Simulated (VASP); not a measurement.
Here is a VASP 6.6.1 calculation.

Contents of INCAR:

```
PREC     = Accurate       # precision mode
ENCUT    = 600            # plane-wave cutoff, eV
EDIFF    = 1E-7           # SCF threshold, eV
ISMEAR   = 0              # smearing method
SIGMA    = 0.1            # smearing width, eV
LREAL    = F              # projectors in reciprocal space
LASPH    = T              # aspherical terms in the spheres
NELM     = 200            # most SCF steps
ALGO     = Normal         # electronic algorithm
ISIF     = 3              # what is computed and relaxed
LWAVE    = F              # write WAVECAR
LCHARG   = F              # write CHGCAR
GGA      = PE             # functional
IBRION   = 2              # ionic algorithm
NSW      = 100            # ionic steps
EDIFFG   = -0.01          # ionic threshold
GGA_COMPAT= F            
NELMIN   = 4            
LMAXMIX  = 6              # l up to which the mixer works
```

KPOINTS

```
regular mesh
0
Gamma
  8 8 8
```

The input POSCAR:

```
Ho3F2
1.0
    4.8297144699      0.0000000000      0.0000000000
    0.0000000000      4.8297144699      0.0000000000
    0.0000000000      0.0000000000      4.8297144699
Ho F
3 2
Direct
    0.5000000000      0.0000000000      0.0000000000
    0.0000000000      0.5000000000      0.0000000000
    0.0000000000      0.0000000000      0.5000000000
    0.5000000000      0.5000000000      0.5000000000
    0.0000000000      0.0000000000      0.0000000000
```

Potentials or basis: VASP PAW PBE potentials, release 64 (Ho_3, F), 4f in core.

The run is started by

```console
$ cat potpaw_PBE.64/Ho_3/POTCAR potpaw_PBE.64/F/POTCAR > POTCAR
$ mpirun -np 1 vasp_std > vasp.out
```

**Question.** What does it give for the space group after relaxing (to 0.1 Å)?

**Answer.** Pm-3m (No. 221).

**Question.** Estimate the band gap on the k mesh.

**Answer.** Zero (an odd number of electrons rules out a gap without spin polarisation).

**Question.** Estimate the relaxed cell.

**Answer.** a = 4.869 Å, b = 4.869 Å, c = 4.869 Å, α = 90.00°, β = 90.00°, γ = 90.00°.

**Question.** Estimate the relaxed volume.

**Answer.** 23.09 Å³/atom.

Final structure:
```
CELL_PARAMETERS angstrom
4.86944 0.00000 0.00000
0.00000 4.86944 0.00000
0.00000 0.00000 4.86944
ATOMIC_POSITIONS crystal
Ho 0.50000 0.00000 0.00000
Ho 0.00000 0.50000 0.00000
Ho 0.00000 0.00000 0.50000
F 0.50000 0.50000 0.50000
F 0.00000 0.00000 0.00000
```

Caveat: spin-orbit coupling is left out, which moves the levels of the heavy elements; the 4f electrons are frozen in the core, so they carry no moment and show no levels; the run has no spin polarisation, though such a crystal can be magnetic. Spin polarisation is off, so any magnetic state and its effect on volume and gap are missing.
